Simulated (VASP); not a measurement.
# Cr (Fd-3m) in VASP: notebook

The runs below take Cr through single point, with BLYP.

Everything below comes from runs of VASP 6.6.1. Logs are shortened: lines on timing, memory, paths and dates and some standing lists are left out, and cuts for length are marked.

### 1 The cell of the first run

The structure is cubic, space group Fd-3m (No. 227). Conventional cell: a = 5.107 Å, b = 5.107 Å, c = 5.107 Å, α = 90.00°, β = 90.00°, γ = 90.00°. Cr (site symmetry -43m) has 4 Cr at 2.21 Å within 2.9 Å.

### 2 Single point, BLYP (volume scaled by 0.96)

Input file INCAR:

```
SYSTEM = Cr
PREC = Accurate ; ENCUT = 520
EDIFF = 1E-6 ; ISMEAR = -1
SIGMA = 0.1 ; LREAL = .False.
LASPH = .True. ; NELM = 80
ALGO = Normal ; ISIF = 2
LWAVE = .False. ; LCHARG = .False.
GGA = B5 ; ALDAX = 1.0
AGGAX = 1.0 ; AGGAC = 1.0
ALDAC = 0.0 ; NBANDS = 19
```

Input file KPOINTS:

```
Automatic mesh
0
Gamma
  12 12 12
  0 0 0
```

Input file POSCAR:

```
Cr
1.0
    0.0000000000      2.5535551129      2.5535551129
    2.5535551129      0.0000000000      2.5535551129
    2.5535551129      2.5535551129      0.0000000000
Cr
2
Direct
    0.1250000000      0.1250000000      0.1250000000
    0.8750000000      0.8750000000      0.8750000000
```

Potentials or basis: VASP PAW PBE potentials, release 64 (Cr_pv).

Command:

```
cat potpaw_PBE.64/Cr_pv/POTCAR > POTCAR
mpirun -np 1 vasp_std > vasp.out
```

OUTCAR:

```text
SYSTEM = Cr
   PREC = Accurate
   ENCUT = 520
   EDIFF = 1E-6
   ISMEAR = -1
   LREAL = .False.
   LASPH = .True.
   NELM = 80
   ISIF = 2
   GGA = B5

 ion  position               nearest neighbor table
   1  0.125  0.125  0.125-   2 2.21   2 2.21   2 2.21   2 2.21
   2  0.875  0.875  0.875-   1 2.21   1 2.21   1 2.21   1 2.21

  LATTYP: Found a face centered cubic cell.
 ALAT       =     5.1071102258

  Lattice vectors:

 A1 = (   0.0000000000,   2.5535551129,   2.5535551129)
 A2 = (   2.5535551129,   0.0000000000,   2.5535551129)
 A3 = (   2.5535551129,   2.5535551129,   0.0000000000)

Analysis of symmetry for initial positions (statically):
=====================================================================
 Subroutine PRICEL returns:
 Original cell was already a primitive cell.

 Routine SETGRP: Setting up the symmetry group for a
 face centered cubic supercell.

 Subroutine GETGRP returns: Found 48 space group operations
 (whereof 12 operations were pure point group operations)
 out of a pool of 48 trial point group operations.

The static configuration has the point symmetry D_3d.
 The point group associated with its full space group is O_h .

Analysis of symmetry for dynamics (positions and initial velocities):
=====================================================================
 Subroutine PRICEL returns:
 Original cell was already a primitive cell.

 Routine SETGRP: Setting up the symmetry group for a
 face centered cubic supercell.

 Subroutine GETGRP returns: Found 48 space group operations
 (whereof 12 operations were pure point group operations)
 out of a pool of 48 trial point group operations.

The dynamic configuration has the point symmetry D_3d.
 The point group associated with its full space group is O_h .

 Subroutine INISYM returns: Found 48 space group operations
 (whereof 12 operations are pure point group operations),
 and found     1 'primitive' translations

----------------------------------------------------------------------------------------

                                     Primitive cell

  volume of cell :      33.3016

  direct lattice vectors                    reciprocal lattice vectors
     0.000000000  2.553555113  2.553555113    -0.195805447  0.195805447  0.195805447
     2.553555113  0.000000000  2.553555113     0.195805447 -0.195805447  0.195805447
     2.553555113  2.553555113  0.000000000     0.195805447  0.195805447 -0.195805447

  length of vectors
     3.611272273  3.611272273  3.611272273     0.339144982  0.339144982  0.339144982

  position of ions in fractional coordinates (direct lattice)
     0.125000000  0.125000000  0.125000000
     0.875000000  0.875000000  0.875000000

  ion indices of the primitive-cell ions
   primitive index   ion index
                 1           1
                 2           2

----------------------------------------------------------------------------------------

 KPOINTS: Automatic mesh

Automatic generation of k-mesh.
 Grid dimensions read from file:
 generate k-points for:   12   12   12

 Generating k-lattice:

  Cartesian coordinates                     Fractional coordinates (reciprocal lattice)
    -0.016317121  0.016317121  0.016317121     0.083333333  0.000000000  0.000000000
     0.016317121 -0.016317121  0.016317121     0.000000000  0.083333333  0.000000000
     0.016317121  0.016317121 -0.016317121     0.000000000  0.000000000  0.083333333

  Length of vectors
     0.028262082  0.028262082  0.028262082

  Shift w.r.t. Gamma in fractional coordinates (k-lattice)
     0.000000000  0.000000000  0.000000000

 Subroutine IBZKPT returns following result:
 ===========================================

 Found     72 irreducible k-points:

 Following reciprocal coordinates:
            Coordinates               Weight
  0.000000  0.000000  0.000000      1.000000
  0.083333  0.000000  0.000000      8.000000
  0.166667  0.000000  0.000000      8.000000
  0.250000  0.000000  0.000000      8.000000
  0.333333  0.000000  0.000000      8.000000
  0.416667  0.000000  0.000000      8.000000
[... 16 lines left out ...]
  0.500000  0.166667  0.000000     24.000000
 -0.416667  0.166667  0.000000     24.000000
 [... further k-points ...]
   k-points           NKPTS =     72   k-points in BZ     NKDIM =     72   number of bands    NBANDS=     19
   number of dos      NEDOS =    301   number of ions     NIONS =      2
   total plane-waves  NPLWV =  21952
   dimension x,y,z NGX =    28 NGY =   28 NGZ =   28
   dimension x,y,z NGXF=    56 NGYF=   56 NGZF=   56
   ions per type =               2
   NGX,Y,Z   is equivalent  to a cutoff of  12.89, 12.89, 12.89 a.u.
   NGXF,Y,Z  is equivalent  to a cutoff of  25.78, 25.78, 25.78 a.u.
 SYSTEM =  Cr
   PREC   = accura    normal or accurate (medium, high low for compatibility)
   ISTART =      0    job   : 0-new  1-cont  2-samecut
   ICHARG =      2    charge: 1-file 2-atom 10-const
   ISPIN  =      1    spin polarized calculation?
   LNONCOLLINEAR =      F non collinear calculations
   LSORBIT =      F    spin-orbit coupling
   LASPH  =      T    aspherical Exc in radial PAW
   ENCUT  =  520.0 eV  38.22 Ry    6.18 a.u.   6.71  6.71  6.71*2*pi/ulx,y,z
   NELM   =     80;   NELMIN=  2; NELMDL= -5     # of ELM steps
   EDIFF  = 0.1E-05   stopping-criterion for ELM
   LREAL  =      F    real-space projection
   EDIFFG = 0.1E-04   stopping-criterion for IOM
   NSW    =      0    number of steps for IOM
   IBRION =     -1    ionic relax: 0-MD 1-quasi-New 2-CG
   NFREE  =      0    steps in history (QN), initial steepest desc. (CG)
   ISIF   =      2    stress and relaxation
   ISYM   =      2    0-nonsym 1-usesym 2-fastsym
   POTIM  = 0.5000    time-step for ionic-motion
   TEBEG  =    0.0;   TEEND  =   0.0 temperature during run
   PSTRESS=    0.0 pullay stress
   NELECT =      24.0000    total number of electrons
   NUPDOWN=      -1.0000    fix difference up-down
   EMIN   =  10.00;   EMAX   =-10.00  energy-range for DOS
   EFERMI =   0.00;   METHOD = LEGACY
   ISMEAR =    -1;   SIGMA  =   0.10  broadening in eV -4-tet -1-fermi 0-gaus
   EFERMI_NEDOS =   21; number of points for ismear=-14 and -15
   IALGO  =     38    algorithm
   IMIX   =      4    mixing-type and parameters
     AMIX     =   0.40;   BMIX     =  1.00
     AMIX_MAG =   1.60;   BMIX_MAG =  1.00
  volume/ion in A,a.u.               =      16.65       112.37
  Fermi-wavevector in a.u.,A,eV,Ry     =   1.467766  2.773675 29.311515  2.154336
  Thomas-Fermi vector in A             =   2.583344
   LORBIT       =      0    0 simple, 1 ext, 2 COOP (PROOUT), +10 PAW based schemes
   GGA     = B5    functional components
   LHFCALC =     F    Hartree Fock is set to
   AEXX    =    0.0000 exact exchange contribution
   IVDW    =     0    specifies the selected vdW correction
   LEPSILON=     F    determine dielectric tensor
   LRPA    =     F    only Hartree local field effects (RPA)
 non-spin polarized calculation
  energy-cutoff  :      520.00
  volume of cell :       33.30
 maximum number of plane-waves:       934
   NGX = 13   NGY = 13   NGZ = 13

 number of electron      24.0000006 magnetization

 Free energy of the ion-electron system (eV)
  ---------------------------------------------------
  ext. energy  EPLUGINS =         0.00000000
  ---------------------------------------------------
  free energy    TOTEN  =       -13.23931330 eV

  energy without entropy =      -13.10691041  energy(sigma->0) =      -13.17311186

 E-fermi :   6.6977     XC(G=0): -10.6728

 val. band max:        6.6962534327   @ k =  -0.1667   0.2500   0.0833
 cond. band min:       6.7092244340   @ k =  -0.3333   0.3333   0.0833
 fundamental gap:      0.0129710013
 Fermi energy:         6.6977359376

 k-point     1 :       0.0000    0.0000    0.0000
  band No.  band energies     occupation
      1     -35.8250      2.00000
      2     -35.8250      2.00000
      3     -35.8250      2.00000
      4     -35.0320      2.00000
      5     -35.0320      2.00000
      6     -35.0320      2.00000
[... 11 lines left out ...]
     18      14.6904      0.00000
     19      14.6905      0.00000

 k-point     2 :       0.0833    0.0000    0.0000
  band No.  band energies     occupation
      1     -35.8322      2.00000
      2     -35.8322      2.00000
      3     -35.8253      2.00000
      4     -35.0332      2.00000
      5     -35.0247      2.00000
      6     -35.0247      2.00000
[... 11 lines left out ...]
     18      14.6904      0.00000
     19      14.6905      0.00000

 k-point     3 :       0.1667    0.0000    0.0000
  band No.  band energies     occupation
      1     -35.8511      2.00000
      2     -35.8511      2.00000
      3     -35.8263      2.00000
      4     -35.0362      2.00000
      5     -35.0055      2.00000
      6     -35.0055      2.00000
[... 11 lines left out ...]
     18      14.6904      0.00000
     19      14.6906      0.00000

 k-point     4 :       0.2500    0.0000    0.0000
  band No.  band energies     occupation
      1     -35.8757      2.00000
      2     -35.8757      2.00000
      3     -35.8283      2.00000
      4     -35.0397      2.00000
      5     -34.9805      2.00000
      6     -34.9805      2.00000
[... 11 lines left out ...]
     18      14.4700      0.00000
     19      14.6906      0.00000

 k-point     5 :       0.3333    0.0000    0.0000
  band No.  band energies     occupation
      1     -35.8989      2.00000
      2     -35.8989      2.00000
      3     -35.8309      2.00000
      4     -35.0425      2.00000
      5     -34.9569      2.00000
      6     -34.9569      2.00000
[... 11 lines left out ...]
     18      12.6372      0.00000
     19      14.6905      0.00000

 k-point     6 :       0.4167    0.0000    0.0000
  band No.  band energies     occupation
      1     -35.9152      2.00000
      2     -35.9152      2.00000
      3     -35.8332      2.00000
      4     -35.0440      2.00000
      5     -34.9403      2.00000
      6     -34.9403      2.00000
[... 11 lines left out ...]
     18      11.2266      0.00000
     19      14.6905      0.00000

 k-point     7 :       0.5000    0.0000    0.0000
  band No.  band energies     occupation
      1     -35.9210      2.00000
      2     -35.9210      2.00000
      3     -35.8342      2.00000
      4     -35.0445      2.00000
      5     -34.9343      2.00000
      6     -34.9343      2.00000
[... 11 lines left out ...]
     18      10.6429      0.00000
     19      14.6906      0.00000

 k-point     8 :       0.0833    0.0833    0.0000
  band No.  band energies     occupation
      1     -35.8408      2.00000
      2     -35.8408      2.00000
      3     -35.8122      2.00000
      4     -35.0468      2.00000
      5     -35.0160      2.00000
      6     -35.0160      2.00000
[... 256 lines left out ...]
 k-point    20 :       0.2500    0.1667    0.0000
  band No.  band energies     occupation
      1     -35.9079      2.00000
      2     -35.9062      2.00000
      3     -35.7520      2.00000
      4     -35.1153      2.00000
      5     -34.9501      2.00000
      6     -34.9493      2.00000
[... 11 lines left out ...]
     18      14.6905      0.00000
     19      14.7319      0.00000

 k-point    21 :       0.3333    0.1667    0.0000
  band No.  band energies     occupation
      1     -35.9385      2.00000
      2     -35.9287      2.00000
      3     -35.7333      2.00000
      4     -35.1364      2.00000
      5     -34.9272      2.00000
      6     -34.9208      2.00000
[... 11 lines left out ...]
     18      13.8036      0.00000
     19      14.6907      0.00000

 k-point    22 :       0.4167    0.1667    0.0000
  band No.  band energies     occupation
      1     -35.9678      2.00000
      2     -35.9435      2.00000
      3     -35.7191      2.00000
      4     -35.1518      2.00000
      5     -34.9121      2.00000
      6     -34.8943      2.00000
[... 11 lines left out ...]
     18      12.0703      0.00000
     19      14.6906      0.00000

 k-point    23 :       0.5000    0.1667    0.0000
  band No.  band energies     occupation
      1     -35.9891      2.00000
      2     -35.9472      2.00000
      3     -35.7128      2.00000
      4     -35.1584      2.00000
      5     -34.9081      2.00000
      6     -34.8753      2.00000
[... 11 lines left out ...]
     18      10.8329      0.00000
     19      14.6907      0.00000

 k-point    24 :      -0.4167    0.1667    0.0000
  band No.  band energies     occupation
      1     -35.9970      2.00000
      2     -35.9392      2.00000
      3     -35.7175      2.00000
      4     -35.1533      2.00000
      5     -34.9160      2.00000
      6     -34.8682      2.00000
[... 11 lines left out ...]
     18      10.6744      0.00000
     19      14.6906      0.00000

 [... further k-points ...]
[... 5 lines left out ...]
  --------------------------------------------------------------------------------------
  -------------------------------------------------------------------------------------
  Total        0.8982111      0.8982111      0.8982111      0.0000000     -0.0000000      0.0000000
  in kB       43.2138822     43.2138822     43.2138822      0.0000000     -0.0000000      0.0000000
  external PRESSURE =      43.2138822 kB  Pullay stress =       0.0000000 kB

 VOLUME and BASIS-vectors are now :
 -----------------------------------------------------------------------------
  energy-cutoff  :      520.00
  volume of cell :       33.30
      direct lattice vectors                 reciprocal lattice vectors
     0.000000000  2.553555113  2.553555113    -0.195805447  0.195805447  0.195805447
     2.553555113  0.000000000  2.553555113     0.195805447 -0.195805447  0.195805447
     2.553555113  2.553555113  0.000000000     0.195805447  0.195805447 -0.195805447

 POSITION                                       TOTAL-FORCE (eV/Angst)
 -----------------------------------------------------------------------------------
      0.63839      0.63839      0.63839        -0.000000     -0.000000     -0.000000
      4.46872      4.46872      4.46872         0.000000      0.000000      0.000000
 -----------------------------------------------------------------------------------
    total drift:                                0.000000     -0.000000     -0.000000

  FREE ENERGIE OF THE ION-ELECTRON SYSTEM (eV)
  ---------------------------------------------------
  free  energy   TOTEN  =       -13.2393133026 eV

  energy  without entropy=      -13.1069104099  energy(sigma->0) =      -13.17311186
```

Wall time 22 s (1 thread of Intel Xeon 6975P-C (Granite Rapids), shared host); peak memory 0.17 GiB.

What came out:

* Free energy: -13.2393 eV
* Pressure: 4.3 GPa
* Band gap on the k mesh: zero (band 12 reaches 6.95 eV, above the bottom of band 13 at 6.51 eV)

Levels at points of the mesh, in eV from the Fermi level:
```csv
k point,band 10,band 11,band 12,band 13,band 14,band 15
"(0.00, 0.00, 0.00)",-1.07,-1.07,-1.07,1.02,1.02,1.02
"(0.50, 0.00, 0.00)",-1.42,-1.10,-1.10,0.05,1.79,1.79
"(0.50, 0.50, 0.00)",-1.01,-0.09,-0.09,0.74,0.74,2.91
```

Caveat: the cell differs from its parent crystal (volume scaled by 0.96); the PAW data sets were made with another functional, which shifts forces and pressure a little; the run has no spin polarisation, though such a crystal can be magnetic. Spin polarisation is off, so any magnetic state and its effect on volume and gap are missing.

### 3 Single point, BLYP

This run uses another cell than the first one, of 17.34 Å³/atom, 1.042 times its volume.

Input file INCAR:

```
AGGAC = 1.0
AGGAX = 1.0
ALDAC = 0.0
ALDAX = 1.0
ALGO = Normal
EDIFF = 1E-6
ENCUT = 520
GGA = B5
ISIF = 2
ISMEAR = -1
LASPH = T
LCHARG = F
LREAL = F
LWAVE = F
NBANDS = 19
NELM = 60
PREC = Accurate
SIGMA = 0.1
```

Input file KPOINTS:

```
k-points
0
Gamma
  12 12 12
```

Input file POSCAR:

```
Cr
1.0
    0.0000000000      2.5885396673      2.5885396673
    2.5885396673      0.0000000000      2.5885396673
    2.5885396673      2.5885396673      0.0000000000
Cr
2
Direct
    0.1250000000      0.1250000000      0.1250000000
    0.8750000000      0.8750000000      0.8750000000
```

Potentials or basis: VASP PAW PBE potentials, release 64 (Cr_pv).

Command:

```
cat potpaw_PBE.64/Cr_pv/POTCAR > POTCAR
mpirun -np 1 vasp_std > vasp.out
```

It took 22 s on 1 thread of Intel Xeon 6975P-C (Granite Rapids), shared host; peak memory 0.17 GiB.

The run converged. Its results:

```
Free energy            : -13.2588 eV
Pressure               : 0.2 GPa
Band gap on the k mesh : zero (band 12 reaches 6.50 eV, above the bottom of band 13 at 6.11 eV)
```

Levels at points of the mesh, in eV from the Fermi level:
```csv
k point,band 8,band 9,band 10,band 11,band 12,band 13,band 14,band 15,band 16,band 17
"(0.00, 0.00, 0.00)",-1.41,-1.41,-1.01,-1.01,-1.01,0.99,0.99,0.99,2.96,2.96
"(0.50, 0.00, 0.00)",-1.66,-1.31,-1.31,-1.03,-1.03,0.02,1.72,1.72,2.58,2.58
"(0.50, 0.50, 0.00)",-2.34,-0.94,-0.94,-0.15,-0.15,0.74,0.74,2.79,2.79,3.94
```

Caveat: the PAW data sets were made with another functional, which shifts forces and pressure a little; the run has no spin polarisation, though such a crystal can be magnetic. Spin polarisation is off, so any magnetic state and its effect on volume and gap are missing.

### 4 Single point, BLYP (volume scaled by 1.04)

Input file INCAR:

```
SYSTEM = Cr
PREC     = Accurate       ! precision mode
ENCUT    = 520            ! plane-wave cutoff, eV
EDIFF    = 1E-6           ! SCF threshold, eV
ISMEAR   = -1             ! smearing method
SIGMA    = 0.1            ! smearing width, eV
LREAL    = .FALSE.        ! projectors in reciprocal space
LASPH    = .TRUE.         ! aspherical terms in the spheres
NELM     = 100            ! most SCF steps
ALGO     = Normal         ! electronic algorithm
ISIF     = 2              ! what is computed and relaxed
LWAVE    = .FALSE.        ! write WAVECAR
LCHARG   = .TRUE.         ! write CHGCAR
GGA      = B5             ! functional
ALDAX    = 1.0          
AGGAX    = 1.0          
AGGAC    = 1.0          
ALDAC    = 0.0          
LELF     = .TRUE.         ! ELF
LVHAR    = .TRUE.       
NBANDS   = 19             ! bands
```

Input file KPOINTS:

```
Automatic mesh
0
G
  12 12 12
  0 0 0
```

Input file POSCAR:

```
Cr
1.0
    0.0000000000      2.6226033061      2.6226033061
    2.6226033061      0.0000000000      2.6226033061
    2.6226033061      2.6226033061      0.0000000000
Cr
2
Direct
    0.1250000000      0.1250000000      0.1250000000
    0.8750000000      0.8750000000      0.8750000000
```

Command:

```
cat potpaw_PBE.64/Cr_pv/POTCAR > POTCAR
mpirun -np 1 vasp_std > vasp.out
```

Wall time 23 s (1 thread of Intel Xeon 6975P-C (Granite Rapids), shared host); peak memory 0.18 GiB.

The run converged. Its results:

```yaml
Free_energy: -13.2458 eV
Pressure: -3.2 GPa
Band_gap_on_the_k_mesh: zero (band 12 reaches 6.11 eV, above the bottom of band 13 at 5.74 eV)
```

Levels at points of the mesh, in eV from the Fermi level:
```
           k point  band 9  band 10  band 11  band 12  band 13  band 14  band 15  band 16
(0.00, 0.00, 0.00)   -1.31    -0.96    -0.96    -0.96     0.96     0.96     0.96     2.83
(0.50, 0.00, 0.00)   -1.21    -1.21    -0.97    -0.97    -0.02     1.66     1.66     2.47
(0.50, 0.50, 0.00)   -0.89    -0.89    -0.21    -0.21     0.74     0.74     2.67     2.67
```

Caveat: the cell differs from its parent crystal (volume scaled by 1.04); the PAW data sets were made with another functional, which shifts forces and pressure a little; the run has no spin polarisation, though such a crystal can be magnetic. Spin polarisation is off, so any magnetic state and its effect on volume and gap are missing.

[end of part 1 of 2]
